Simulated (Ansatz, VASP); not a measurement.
# KF: VASP beside Ansatz

File INCAR:

```
SYSTEM = KF
PREC = Accurate
ENCUT = 520
EDIFF = 1E-6
ISMEAR = 0
SIGMA = 0.05
LREAL = .False.
LASPH = .True.
NELM = 80
ALGO = Normal
ISIF = 2
LWAVE = .False.
LCHARG = .True.
GGA = CA
LELF = .True.
LVHAR = .True.
NBANDS = 15
```

KPOINTS

```
Automatic mesh
0
Gamma
  8 8 8
  0 0 0
```

The input POSCAR:

```
KF
1.0
    0.0271291120      2.5390839250      2.5390839250
    2.5390839250      0.0271291120      2.5390839250
    2.5390839250      2.5390839250      0.0271291120
K F
1 1
Direct
    0.0000000000      0.0000000000      0.0000000000
    0.5000000000      0.5000000000      0.5000000000
```

Input for Ansatz:

```yaml
crystal:
  lattice:
    - [0.027129112, 2.539083925, 2.539083925]
    - [2.539083925, 0.027129112, 2.539083925]
    - [2.539083925, 2.539083925, 0.027129112]
  atoms:
    - { symbol: K, position: [0.0, 0.0, 0.0] }
    - { symbol: F, position: [0.5, 0.5, 0.5] }
basis:
  ecutwfc: 520.0
kpoints:
  mp_grid: { grid: [8, 8, 8] }
hamiltonian:
  xc: lda
scf:
  occupations: { method: gaussian, width: 0.05 }
output:
  forces: true
  stress: true
  eigenvalues: true
  write_density: true
  write_potential: true
  elf: true
  volumetric_format: npy
```

Alike in both runs: task single point; functional LDA; k mesh 8 × 8 × 8; occupations gaussian, width 0.05 eV; no spin polarisation.

|  | VASP | Ansatz |
| --- | --- | --- |
| version | VASP 6.6.1 | Ansatz 0.2.0 |
| potentials or method | VASP PAW LDA potentials, release 64 (K_sv, F), cutoff 520 eV | scalar-relativistic, plane waves, PAW |
| valence electrons in the cell | 16 | 16 |

|  | VASP | Ansatz | Ansatz less VASP |
| --- | --- | --- | --- |
| gap on the k mesh at the Fermi level (eV) | 6.73 | 6.75 | +0.020 |
| least direct gap on the mesh (eV) | 6.73 | 6.76 | +0.021 |
| pressure (GPa) | 3.7 | 3.4 | -0.38 |
| traceless stress, the component that is largest in VASP (GPa) | -0.12 | -0.13 | -0.005 |

LDA's correlation is that of Perdew and Zunger in VASP and of Perdew and Wang (1992) in Ansatz.
